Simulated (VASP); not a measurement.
ZrO:

```
Zr O
1.0
     3.66444    0.00000    0.00000
     0.00000    3.66444    0.00000
     0.00000    0.00000    5.18230
Zr O
2 2
Direct
  0.50000 0.50000 0.25000
  0.50000 0.50000 0.75000
  0.00000 0.50000 0.00000
  0.50000 0.00000 0.50000
```

This cell differs from its parent crystal: atoms taken out.

Base run:

```yaml
Program: VASP 6.6.1
Functional: PBE
Potentials_or_basis: VASP PAW PBE potentials, release 64 (Zr_sv, O)
Cutoff: 520 eV
k_mesh: 6 × 6 × 4
Occupations: gaussian, width 0.1 eV
Spin: no spin polarisation
```

Its results: pressure -2.7 GPa.

The run is repeated on the same cell with these changes: spin from no spin polarisation to collinear spin; further incar settings from ALGO = Normal; EDIFF = 1e-07; NBANDS = 26 to ALGO = Normal; EDIFF = 1e-06; NBANDS = 30. What comes out?

Pressure -2.2 GPa; net moment 1.03 μB per cell; site moments Zr +0.21; O +0.05 μB.

Caveats: the stress differs along the axes, from -9 to 11 GPa.
